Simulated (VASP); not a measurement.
# MnS (F-43m) in VASP: settings compared

The runs below take MnS through relaxation of cell and atoms, single point, with revPBE+D4, LDA, PBEsol, PBE.

Program: VASP 6.6.1. These are calculated values, not measurements. Logs are shortened: lines on timing, memory, paths and dates and some standing lists are left out, and cuts for length are marked.

**1. The cell of the first run**

Symmetry: F-43m, No. 216, cubic system. The conventional cell has a = 4.947 Å, b = 4.947 Å, c = 4.947 Å, α = 90.00°, β = 90.00°, γ = 90.00°. Within 2.8 Å of Mn (site symmetry -43m) lie 4 S at 2.14 Å. Within 2.8 Å of S (site symmetry -43m) lie 4 Mn at 2.14 Å.

**2. Relaxation of cell and atoms, revPBE+D4, collinear spin, ferromagnetic start**

File INCAR:

```
SYSTEM = MnS
PREC = Accurate
ENCUT = 500
EDIFF = 1E-7
ISMEAR = -1
SIGMA = 0.05
LREAL = .False.
LASPH = .True.
NELM = 200
ALGO = Normal
ISIF = 3
LWAVE = .False.
LCHARG = .False.
ISPIN = 2
MAGMOM = 4 0
LORBIT = 11
LMAXMIX = 4
GGA = RE
IVDW = 13
IBRION = 2
NSW = 80
EDIFFG = -0.005
GGA_COMPAT = .False.
NELMIN = 4
```

File KPOINTS:

```
regular mesh
0
Gamma
  9 9 9
  0 0 0
```

File POSCAR:

```
MnS
1.0
    0.0000000000      2.4734634191      2.4734634191
    2.4734634191      0.0000000000      2.4734634191
    2.4734634191      2.4734634191      0.0000000000
Mn S
1 1
Direct
    0.0000000000      0.0000000000      0.0000000000
    0.7500000000      0.7500000000      0.7500000000
```

Potentials or basis: VASP PAW PBE potentials, release 64 (Mn_pv, S).

On the command line:

```sh
cat potpaw_PBE.64/Mn_pv/POTCAR potpaw_PBE.64/S/POTCAR > POTCAR
mpirun -np 1 vasp_std > vasp.out
```

OUTCAR:

```text
SYSTEM = MnS
   PREC = Accurate
   ENCUT = 500
   EDIFF = 1E-7
   ISMEAR = -1
   LREAL = .False.
   LASPH = .True.
   NELM = 200
   ISIF = 3
   ISPIN = 2
   LORBIT = 11
   GGA = RE
   IVDW = 13
   IBRION = 2
   NSW = 80
   EDIFFG = -0.005
   NELMIN = 4

 ion  position               nearest neighbor table
   1  0.000  0.000  0.000-   2 2.14   2 2.14   2 2.14   2 2.14
   2  0.750  0.750  0.750-   1 2.14   1 2.14   1 2.14   1 2.14

  LATTYP: Found a face centered cubic cell.
 ALAT       =     4.9469268382

  Lattice vectors:

 A1 = (   0.0000000000,   2.4734634191,   2.4734634191)
 A2 = (   2.4734634191,   0.0000000000,   2.4734634191)
 A3 = (   2.4734634191,   2.4734634191,   0.0000000000)

Analysis of symmetry for initial positions (statically):
=====================================================================
 Subroutine PRICEL returns:
 Original cell was already a primitive cell.

 Routine SETGRP: Setting up the symmetry group for a
 face centered cubic supercell.

 Subroutine GETGRP returns: Found 24 space group operations
 (whereof 24 operations were pure point group operations)
 out of a pool of 48 trial point group operations.

The static configuration has the point symmetry T_d .

Analysis of symmetry for dynamics (positions and initial velocities):
=====================================================================
 Subroutine PRICEL returns:
 Original cell was already a primitive cell.

 Routine SETGRP: Setting up the symmetry group for a
 face centered cubic supercell.

 Subroutine GETGRP returns: Found 24 space group operations
 (whereof 24 operations were pure point group operations)
 out of a pool of 48 trial point group operations.

The dynamic configuration has the point symmetry T_d .

Analysis of structural, dynamic, and magnetic symmetry:
=====================================================================
 Subroutine PRICEL returns:
 Original cell was already a primitive cell.

 Routine SETGRP: Setting up the symmetry group for a
 face centered cubic supercell.

 Subroutine GETGRP returns: Found 24 space group operations
 (whereof 24 operations were pure point group operations)
 out of a pool of 48 trial point group operations.

The overall configuration has the point symmetry T_d .

 Subroutine INISYM returns: Found 24 space group operations
 (whereof 24 operations are pure point group operations),
 and found     1 'primitive' translations

----------------------------------------------------------------------------------------

                                     Primitive cell

  volume of cell :      30.2654

  direct lattice vectors                    reciprocal lattice vectors
[... 109 lines left out ...]
  Fermi-wavevector in a.u.,A,eV,Ry     =   1.401771  2.648964 26.734947  1.964963
  Thomas-Fermi vector in A             =   2.524600
   LORBIT       =     11    0 simple, 1 ext, 2 COOP (PROOUT), +10 PAW based schemes
   GGA     = RE    functional components
   LHFCALC =     F    Hartree Fock is set to
   AEXX    =    0.0000 exact exchange contribution
   IVDW    =    13    specifies the selected vdW correction
   LEPSILON=     F    determine dielectric tensor
   LRPA    =     F    only Hartree local field effects (RPA)
 conjugate gradient relaxation of ions
 spin polarized calculation
  energy-cutoff  :      500.00
  volume of cell :       30.27
 maximum number of plane-waves:       779
 NGX is ok and might be reduce to    28
   NGX = 13   NGY = 13   NGZ = 13

--------------------------------------- Ionic step        1  -------------------------------------------

 number of electron      18.9999987 magnetization       0.2150585

 Free energy of the ion-electron system (eV)
  ---------------------------------------------------
  ext. energy  EPLUGINS =         0.00000000
  ---------------------------------------------------
  free energy    TOTEN  =       -12.92114395 eV

  energy without entropy =      -12.90137862  energy(sigma->0) =      -12.91126128

------------------------ aborting loop because EDIFF is reached ----------------------------------------

  DFT-D4 for vdW energy calculation

  Edisp (eV):   -1.72519
[... 71 lines left out ...]
--------------------------------------- Ionic step        3  -------------------------------------------

 number of electron      18.9999996 magnetization       0.1842654

 Free energy of the ion-electron system (eV)
  ---------------------------------------------------
  ext. energy  EPLUGINS =         0.00000000
  ---------------------------------------------------
  free energy    TOTEN  =       -12.87488637 eV

  energy without entropy =      -12.85541772  energy(sigma->0) =      -12.86515205

 E-fermi :   7.8887     XC(G=0): -11.3179

 val. band max:        7.8855425955   @ k =   0.4444   0.4444   0.0000
 cond. band min:       7.8974366617   @ k =  -0.3333   0.4444   0.2222
 fundamental gap:      0.0118940662
 Fermi energy:         7.8887284587

 spin component 1

 k-point     1 :       0.0000    0.0000    0.0000
  band No.  band energies     occupation
      1     -39.9448      1.00000
      2     -39.9448      1.00000
      3     -39.9448      1.00000
      4      -7.6042      1.00000
      5       3.0452      1.00000
      6       3.0452      1.00000
      7       3.0452      1.00000
      8       6.9669      1.00000
      9       6.9670      1.00000
     10      11.7417      0.00000
     11      11.7417      0.00000
     12      11.7417      0.00000
     13      11.9184      0.00000
     14      15.9050      0.00000
[... 403 lines left out ...]
      4      -5.8615      1.00000
      5       1.0444      1.00000
      6       3.7212      1.00000
      7       3.7212      1.00000
      8       6.0287      1.00000
      9       7.6428      0.99274
     10       7.8420      0.71818
     11       8.2328      0.00103
     12       8.2328      0.00103
     13      13.5171      0.00000
     14      14.8758      0.00000
     15      21.1020      0.00000

 [... further k-points ...]

 spin component 2

 k-point     1 :       0.0000    0.0000    0.0000
  band No.  band energies     occupation
      1     -39.7707      1.00000
      2     -39.7707      1.00000
      3     -39.7707      1.00000
      4      -7.5967      1.00000
      5       3.0859      1.00000
      6       3.0859      1.00000
      7       3.0859      1.00000
      8       7.1875      1.00000
      9       7.1875      1.00000
     10      11.8012      0.00000
     11      11.8012      0.00000
     12      11.8012      0.00000
     13      11.9423      0.00000
     14      15.9503      0.00000
[... 448 lines left out ...]
  FREE ENERGIE OF THE ION-ELECTRON SYSTEM (eV)
  ---------------------------------------------------
  free  energy   TOTEN  =       -14.6605417644 eV

  energy  without entropy=      -14.6410731124  energy(sigma->0) =      -14.65080744

 reached required accuracy - stopping structural energy minimisation

 total charge

# of ion       s       p       d       tot
------------------------------------------
    1        0.364   6.331   5.399  12.094
    2        1.326   2.448   0.000   3.774
--------------------------------------------------
tot          1.690   8.779   5.399  15.868

 magnetization (x)

# of ion       s       p       d       tot
------------------------------------------
    1        0.006   0.003   0.167   0.177
    2       -0.001  -0.003   0.000  -0.004
--------------------------------------------------
tot          0.006   0.001   0.167   0.173
```

OSZICAR:

```text
N       E                     dE             d eps       ncg     rms          rms(c)
DAV:   1     0.147696741212E+03    0.14770E+03   -0.10672E+04  2100   0.132E+03
DAV:   2    -0.751048339770E+01   -0.15521E+03   -0.14989E+03  2289   0.348E+02
DAV:   3    -0.136989861999E+02   -0.61885E+01   -0.61536E+01  2541   0.773E+01
[... 52 lines left out ...]
DAV:  13    -0.128748835618E+02   -0.86380E-05   -0.16468E-05  2100   0.391E-02    0.116E-02
DAV:  14    -0.128748842572E+02   -0.69533E-06   -0.35649E-07  2296   0.487E-03    0.939E-03
DAV:  15    -0.128748860038E+02   -0.17466E-05   -0.13413E-05  2223   0.275E-02    0.794E-03
DAV:  16    -0.128748863084E+02   -0.30466E-06   -0.55446E-07  2136   0.581E-03    0.581E-03
DAV:  17    -0.128748863726E+02   -0.64142E-07   -0.63382E-08  1050   0.186E-03
   3 F= -.14660542E+02 E0= -.14650807E+02  d E =-.142033E-01  mag=     0.1841
```

Run time: 69 s. Hardware: 1 thread of Intel Xeon 6975P-C (Granite Rapids), shared host; peak memory 0.19 GiB.

Results:

| Quantity | Value |
| --- | --- |
| Free energy | -14.6605 eV |
| Relaxed volume | 14.65 Å³/atom |
| Relaxed cell | a = 3.461 Å, b = 3.461 Å, c = 3.461 Å, α = 60.00°, β = 60.00°, γ = 60.00° |
| Space group after relaxing (to 0.05 Å) | F-43m (No. 216) |
| Energy gained by relaxing | 7.1 meV/atom |
| Ionic steps | 3 |
| Pressure after relaxing | 0.0 GPa |
| Net moment | 0.18 μB per cell |
| Site moments | Mn +0.18; S -0.00 μB |
| Valence electrons inside the program's atomic spheres | Mn 12.09; S 3.77 |
| Dispersion energy per atom | -0.893 eV |

The path:
```csv
step,energy change (eV),largest force (eV/Å),pressure (GPa),volume (Å³)
1,0.0000,0.0000,-4.62,30.27
2,0.0002,0.0000,5.28,28.39
3,-0.0142,0.0000,-0.01,29.31
```

Final structure:
```
Mn S
1.0
     0.00000    2.44714    2.44714
     2.44714    0.00000    2.44714
     2.44714    2.44714    0.00000
Mn S
1 1
Cartesian
  0.0000 0.0000 0.0000
  3.6707 3.6707 3.6707
```

Caveat: the PAW data sets were made with another functional, which shifts forces and pressure a little; the moment fell far below its start of 4 μB, so a state of higher moment may lie lower in energy; semilocal functionals often make such compounds metallic where correlation or magnetic order opens a gap, which also shifts bond lengths; pairwise dispersion overbinds metals, which lowers pressure and volume. With open d or f shells a metallic result of revPBE can be an artefact of self-interaction; +U or a hybrid may open a gap.

(Continued in part 2 of 2.)
